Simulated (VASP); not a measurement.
Input of a VASP 6.6.1 run:

INCAR

```
  ALGO = Normal
  EDIFF = 1E-6
  ENCUT = 600
  GGA = PS
  GGA_COMPAT = F
  ISIF = 2
  ISMEAR = 0
  LASPH = T
  LCHARG = F
  LREAL = F
  LWAVE = F
  NBANDS = 19
  NELM = 120
  PREC = Accurate
  SIGMA = 0.01
```

The input KPOINTS:

```
k-points
0
Gamma
  6 6 6
```

POSCAR

```
ZrO2
1.0
    0.0000000000      2.5683590887      2.5683590887
    2.5683590887      0.0000000000      2.5683590887
    2.5683590887      2.5683590887      0.0000000000
Zr O
1 2
Direct
    0.0000000000      0.0000000000      0.0000000000
    0.2500000000      0.2500000000      0.2500000000
    0.7500000000      0.7500000000      0.7500000000
```

Potentials or basis: VASP PAW PBE potentials, release 64 (Zr_sv, O).

Command:

```sh
$ cat potpaw_PBE.64/Zr_sv/POTCAR potpaw_PBE.64/O/POTCAR > POTCAR
$ mpirun -np 1 vasp_std > vasp.out
```

(1) Estimate the band gap on the k mesh.

(2) Predict the pressure.

## Answers

(1) 3.21 eV, indirect (least direct gap 3.61 eV).

(2) -9.8 GPa.

Caveat: the PAW data sets were made with another functional, which shifts forces and pressure a little.
